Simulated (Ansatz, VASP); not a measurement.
# One calculation of Al, two programs

```
Al
1.0
     2.81246    0.00000    0.08789
    -1.40623    2.43566   -0.04394
     0.15209    0.00000    4.86685
Al
2
Direct
  0.66667 0.33333 0.75000
  0.33333 0.66667 0.25000
```

Change from the starting cell: strain +0.0625 x Voigt [0, 0, 0, 0, 1, 0], atoms carried along.

Alike in both runs: task single point; functional PBEsol; dispersion D3(BJ); k mesh 18 × 18 × 10; occupations gaussian, width 0.15 eV; no spin polarisation.

|  | VASP | Ansatz |
| --- | --- | --- |
| version | VASP 6.6.1 | Ansatz 0.2.0 |
| potentials or method | VASP PAW PBE potentials, release 64 (Al), cutoff 520 eV | scalar-relativistic, plane waves, PAW |
| valence electrons in the cell | 6 | 6 |

```tsv
	VASP	Ansatz	Ansatz less VASP
gap on the k mesh at the Fermi level (eV)	none	none	-
pressure (GPa)	-4.2	-4.3	-0.06
traceless stress, the component that is largest in VASP (GPa)	-1.33	-1.32	+0.014
rms of the force components (eV/Å)	0.014	0.014	-0.0002
```

VASP's potentials were made for PBE, not for PBEsol. Atom by atom the forces differ by 0.000 eV/Å (rms over components). A gap of «none» marks a metal or a gap that the smearing closes.
